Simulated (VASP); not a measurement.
A run of VASP 6.6.1 is set up as follows.

The input INCAR:

```
ALGO = Fast
EDIFF = 1E-6
EDIFFG = -0.01
ENCUT = 600
GGA = PE
IBRION = 2
ISIF = 3
ISMEAR = 0
LASPH = T
LCHARG = F
LREAL = F
LWAVE = F
NELM = 80
NSW = 100
PREC = Accurate
SIGMA = 0.1
```

Contents of KPOINTS:

```
k-points
0
Gamma
  10 10 10
```

File POSCAR:

```
Hg
1.0
    4.7447780000      0.0000000000      0.0000000000
    0.0000000000      4.7447780000      0.0000000000
    0.0000000000      0.0000000000      4.7447780000
Hg
3
Direct
    0.5000000000      0.0000000000      0.0000000000
    0.0000000000      0.5000000000      0.0000000000
    0.0000000000      0.0000000000      0.5000000000
```

Potentials or basis: VASP PAW PBE potentials, release 64 (Hg).

Run with:

```console
$ cat potpaw_PBE.64/Hg/POTCAR > POTCAR
$ mpirun -np 1 vasp_std > vasp.out
```

(1) Estimate the relaxed volume.

(2) Estimate the relaxed cell.

Results:

(1) 36.05 Å³/atom.

(2) a = 4.765 Å, b = 4.765 Å, c = 4.765 Å, α = 90.00°, β = 90.00°, γ = 90.00°.
